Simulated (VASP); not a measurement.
# LaZn (Pm-3m) in VASP: a series of runs, part 2 of 2

VASP 6.6.1. The steps go on from the part before.

## (3) Electric field gradients, LDA (27.42 Å³/atom)

This run uses another cell than the first one, of 27.42 Å³/atom.

Input file INCAR:

```
  PREC = Accurate
  ENCUT = 520
  EDIFF = 1E-8
  ISMEAR = -1
  SIGMA = 0.05
  LREAL = False
  LASPH = True
  NELM = 60
  ALGO = Normal
  ISIF = 2
  LWAVE = False
  LCHARG = False
  GGA = CA
  LEFG = True
  NBANDS = 18
```

Input file KPOINTS:

```
regular mesh
0
Gamma
  9 9 9
```

Input file POSCAR:

```
LaZn
1.0
    3.7993477643      0.0000000000      0.0000000000
    0.0000000000      3.7993477643      0.0000000000
    0.0000000000      0.0000000000      3.7993477643
La Zn
1 1
Direct
    0.5000000000      0.5000000000      0.5000000000
    0.0000000000      0.0000000000      0.0000000000
```

Potentials or basis: VASP PAW LDA potentials, release 64 (La, Zn).

On the command line:

```bash
> cat potpaw_LDA.64/La/POTCAR potpaw_LDA.64/Zn/POTCAR > POTCAR
> mpirun -np 1 vasp_std > vasp.out
```

OUTCAR:

```text
PREC = Accurate
   ENCUT = 520
   EDIFF = 1E-8
   ISMEAR = -1
   LREAL = False
   LASPH = True
   NELM = 60
   ISIF = 2
   GGA = CA

 ion  position               nearest neighbor table
   1  0.500  0.500  0.500-   2 3.29   2 3.29   2 3.29   2 3.29   2 3.29   2 3.29   2 3.29   2 3.29

   2  0.000  0.000  0.000-   1 3.29   1 3.29   1 3.29   1 3.29   1 3.29   1 3.29   1 3.29   1 3.29

  LATTYP: Found a simple cubic cell.
 ALAT       =     3.7993477643

  Lattice vectors:

 A1 = (   3.7993477643,   0.0000000000,   0.0000000000)
 A2 = (   0.0000000000,   3.7993477643,   0.0000000000)
 A3 = (   0.0000000000,   0.0000000000,   3.7993477643)

Analysis of symmetry for initial positions (statically):
=====================================================================
 Subroutine PRICEL returns:
 Original cell was already a primitive cell.

 Routine SETGRP: Setting up the symmetry group for a
 simple cubic supercell.

 Subroutine GETGRP returns: Found 48 space group operations
 (whereof 48 operations were pure point group operations)
 out of a pool of 48 trial point group operations.

The static configuration has the point symmetry O_h .

Analysis of symmetry for dynamics (positions and initial velocities):
=====================================================================
 Subroutine PRICEL returns:
 Original cell was already a primitive cell.

 Routine SETGRP: Setting up the symmetry group for a
 simple cubic supercell.

 Subroutine GETGRP returns: Found 48 space group operations
 (whereof 48 operations were pure point group operations)
[... 150 lines left out ...]

 val. band max:        5.7012900992   @ k =   0.4444   0.4444   0.1111
 cond. band min:       5.7642987773   @ k =   0.4444   0.2222   0.1111
 fundamental gap:      0.0630086782
 Fermi energy:         5.7202736359

 k-point     1 :       0.0000    0.0000    0.0000
  band No.  band energies     occupation
      1     -27.0625      2.00000
      2     -10.4758      2.00000
      3     -10.4758      2.00000
      4     -10.4758      2.00000
      5      -1.3608      2.00000
      6      -1.3608      2.00000
[... 481 lines left out ...]
      5      -1.3253      2.00000
      6      -1.2914      2.00000
[... 10 lines left out ...]
     17       7.5371      0.00000
     18       7.6003      0.00000

 [... further k-points ...]
[... 5 lines left out ...]
  --------------------------------------------------------------------------------------
  -------------------------------------------------------------------------------------
  Total       -1.8720521     -1.8720521     -1.8720521      0.0000000     -0.0000000      0.0000000
  in kB      -54.6891746    -54.6891746    -54.6891746      0.0000000     -0.0000000      0.0000000
  external PRESSURE =     -54.6891746 kB  Pullay stress =       0.0000000 kB

 VOLUME and BASIS-vectors are now :
 -----------------------------------------------------------------------------
  energy-cutoff  :      520.00
  volume of cell :       54.84
      direct lattice vectors                 reciprocal lattice vectors
     3.799347764  0.000000000  0.000000000     0.263203071  0.000000000  0.000000000
     0.000000000  3.799347764  0.000000000     0.000000000  0.263203071  0.000000000
     0.000000000  0.000000000  3.799347764     0.000000000  0.000000000  0.263203071

 POSITION                                       TOTAL-FORCE (eV/Angst)
 -----------------------------------------------------------------------------------
      1.89967      1.89967      1.89967         0.000000      0.000000      0.000000
      0.00000      0.00000      0.00000         0.000000      0.000000      0.000000
 -----------------------------------------------------------------------------------
    total drift:                               -0.000000      0.000000      0.000000

  FREE ENERGIE OF THE ION-ELECTRON SYSTEM (eV)
  ---------------------------------------------------
  free  energy   TOTEN  =        -7.8714690193 eV

  energy  without entropy=       -7.8475817006  energy(sigma->0) =       -7.85952536

 Electric field gradients (V/A^2)
---------------------------------------------------------------------
 ion       V_xx      V_yy      V_zz      V_xy      V_xz      V_yz
---------------------------------------------------------------------
   1      -0.000    -0.000    -0.000    -0.000    -0.000     0.000
   2       0.000     0.000    -0.000    -0.000    -0.000     0.000
---------------------------------------------------------------------

 Electric field gradients after diagonalization (V/A^2)
 (convention: |V_zz| > |V_xx| > |V_yy|)
----------------------------------------------------------------------
 ion       V_xx      V_yy      V_zz     asymmetry (V_yy - V_xx)/ V_zz
----------------------------------------------------------------------
   1      -0.000    -0.000    -0.000      -0.093
   2      -0.000     0.000     0.000       1.219
----------------------------------------------------------------------

           NMR quadrupolar parameters

 Cq : quadrupolar parameter    Cq=e*Q*V_zz/h
 eta: asymmetry parameters     (V_yy - V_xx)/ V_zz
 Q  : nuclear electric quadrupole moment in mb (millibarn)
----------------------------------------------------------------------
 ion       Cq(MHz)       eta       Q (mb)
----------------------------------------------------------------------
   1      -0.000      -0.093       1.000
   2       0.000       1.219       1.000
----------------------------------------------------------------------
```

OSZICAR:

```text
N       E                     dE             d eps       ncg     rms          rms(c)
DAV:   1     0.169387459465E+03    0.16939E+03   -0.97577E+03  1292   0.196E+03
DAV:   2     0.129142537963E+02   -0.15647E+03   -0.15111E+03  1588   0.276E+02
DAV:   3    -0.647101204923E+01   -0.19385E+02   -0.18711E+02  1618   0.117E+02
DAV:   4    -0.808368918896E+01   -0.16127E+01   -0.15092E+01  2396   0.241E+01
DAV:   5    -0.813362931071E+01   -0.49940E-01   -0.49863E-01  1800   0.407E+00    0.320E+00
DAV:   6    -0.789495183097E+01    0.23868E+00   -0.21220E+00  1886   0.176E+01    0.206E+00
DAV:   7    -0.787861860574E+01    0.16333E-01   -0.17754E-01  1670   0.503E+00    0.966E-01
DAV:   8    -0.787187595169E+01    0.67427E-02   -0.16378E-02  2224   0.104E+00    0.150E-01
DAV:   9    -0.787148656413E+01    0.38939E-03   -0.69667E-04  2036   0.228E-01    0.368E-02
DAV:  10    -0.787146881130E+01    0.17753E-04   -0.11824E-04  2150   0.998E-02    0.843E-03
DAV:  11    -0.787146882891E+01   -0.17606E-07   -0.17054E-05  1872   0.435E-02    0.367E-03
DAV:  12    -0.787146903597E+01   -0.20706E-06   -0.13518E-06  2318   0.983E-03    0.126E-03
DAV:  13    -0.787146902330E+01    0.12672E-07   -0.10077E-07  1864   0.293E-03    0.404E-04
DAV:  14    -0.787146901932E+01    0.39745E-08   -0.25480E-08  1606   0.139E-03
   1 F= -.78714690E+01 E0= -.78595254E+01  d E =-.238873E-01
```

Wall time 52 s (1 thread of Intel Xeon 8259CL, shared host); peak memory 0.18 GiB.

Results:

- Free energy: -7.8715 eV
- Pressure: -5.5 GPa
- Band gap on the k mesh: zero (an odd number of electrons rules out a gap without spin polarisation)
- Largest electric field gradient by atom: under 0.05 V/Å² on every atom

Levels at points of the mesh, in eV from the Fermi level:
| k point | band 10 | band 11 | band 12 | band 13 | band 14 | band 15 |
| --- | --- | --- | --- | --- | --- | --- |
| (0.00, 0.00, 0.00) | -5.97 | -0.37 | -0.37 | 1.50 | 1.50 | 1.50 |

Caveat: the cell stands under tension; spin-orbit coupling is left out, which moves the levels of the heavy elements.

## (4) Electric field gradients, LDA (27.42 Å³/atom)

This run uses another cell than the first one, of 27.42 Å³/atom.

Input file INCAR:

```
SYSTEM = LaZn
ALGO = Normal
EDIFF = 1E-8
ENCUT = 520
GGA = CA
ISIF = 2
ISMEAR = -1
LASPH = .TRUE.
LCHARG = .FALSE.
LEFG = .TRUE.
LREAL = .FALSE.
LWAVE = .FALSE.
NBANDS = 18
NELM = 60
PREC = Accurate
SIGMA = 0.05
```

Input file KPOINTS:

```
k-points
0
G
  9 9 9
  0 0 0
```

POSCAR is that of step 3.

Potentials or basis: VASP PAW LDA potentials, release 64 (La, Zn).

On the command line:

```bash
> cat potpaw_LDA.64/La/POTCAR potpaw_LDA.64/Zn/POTCAR > POTCAR
> mpirun -np 1 vasp_std > vasp.out
```

OUTCAR:

```text
SYSTEM = LaZn
   EDIFF = 1E-8
   ENCUT = 520
   GGA = CA
   ISIF = 2
   ISMEAR = -1
   LASPH = .TRUE.
   LREAL = .FALSE.
   NELM = 60
   PREC = Accurate

 ion  position               nearest neighbor table
   1  0.500  0.500  0.500-   2 3.29   2 3.29   2 3.29   2 3.29   2 3.29   2 3.29   2 3.29   2 3.29

   2  0.000  0.000  0.000-   1 3.29   1 3.29   1 3.29   1 3.29   1 3.29   1 3.29   1 3.29   1 3.29

  LATTYP: Found a simple cubic cell.
 ALAT       =     3.7993477643

  Lattice vectors:

 A1 = (   3.7993477643,   0.0000000000,   0.0000000000)
 A2 = (   0.0000000000,   3.7993477643,   0.0000000000)
 A3 = (   0.0000000000,   0.0000000000,   3.7993477643)

Analysis of symmetry for initial positions (statically):
=====================================================================
 Subroutine PRICEL returns:
 Original cell was already a primitive cell.

 Routine SETGRP: Setting up the symmetry group for a
 simple cubic supercell.

 Subroutine GETGRP returns: Found 48 space group operations
[... 692 lines left out ...]
     3.799347764  0.000000000  0.000000000     0.263203071  0.000000000  0.000000000
     0.000000000  3.799347764  0.000000000     0.000000000  0.263203071  0.000000000
     0.000000000  0.000000000  3.799347764     0.000000000  0.000000000  0.263203071

 POSITION                                       TOTAL-FORCE (eV/Angst)
 -----------------------------------------------------------------------------------
      1.89967      1.89967      1.89967         0.000000      0.000000      0.000000
      0.00000      0.00000      0.00000         0.000000      0.000000      0.000000
 -----------------------------------------------------------------------------------
    total drift:                               -0.000000      0.000000      0.000000

  FREE ENERGIE OF THE ION-ELECTRON SYSTEM (eV)
  ---------------------------------------------------
  free  energy   TOTEN  =        -7.8714690193 eV

  energy  without entropy=       -7.8475817006  energy(sigma->0) =       -7.85952536

 Electric field gradients (V/A^2)
---------------------------------------------------------------------
 ion       V_xx      V_yy      V_zz      V_xy      V_xz      V_yz
---------------------------------------------------------------------
   1      -0.000    -0.000    -0.000    -0.000    -0.000     0.000
   2       0.000     0.000    -0.000    -0.000    -0.000     0.000
---------------------------------------------------------------------

 Electric field gradients after diagonalization (V/A^2)
 (convention: |V_zz| > |V_xx| > |V_yy|)
----------------------------------------------------------------------
 ion       V_xx      V_yy      V_zz     asymmetry (V_yy - V_xx)/ V_zz
----------------------------------------------------------------------
   1      -0.000    -0.000    -0.000      -0.093
   2      -0.000     0.000     0.000       1.219
----------------------------------------------------------------------

           NMR quadrupolar parameters

 Cq : quadrupolar parameter    Cq=e*Q*V_zz/h
 eta: asymmetry parameters     (V_yy - V_xx)/ V_zz
 Q  : nuclear electric quadrupole moment in mb (millibarn)
----------------------------------------------------------------------
 ion       Cq(MHz)       eta       Q (mb)
----------------------------------------------------------------------
   1      -0.000      -0.093       1.000
   2       0.000       1.219       1.000
----------------------------------------------------------------------
```

Wall time 52 s (1 thread of Intel Xeon 8259CL, shared host); peak memory 0.18 GiB.

What came out:

- Free energy: -7.8715 eV
- Pressure: -5.5 GPa
- Band gap on the k mesh: zero (an odd number of electrons rules out a gap without spin polarisation)
- Largest electric field gradient by atom: under 0.05 V/Å² on every atom

Caveat: the cell stands under tension; spin-orbit coupling is left out, which moves the levels of the heavy elements.

The gap in the log of VASP goes by the Fermi energy; the results here count the filled bands.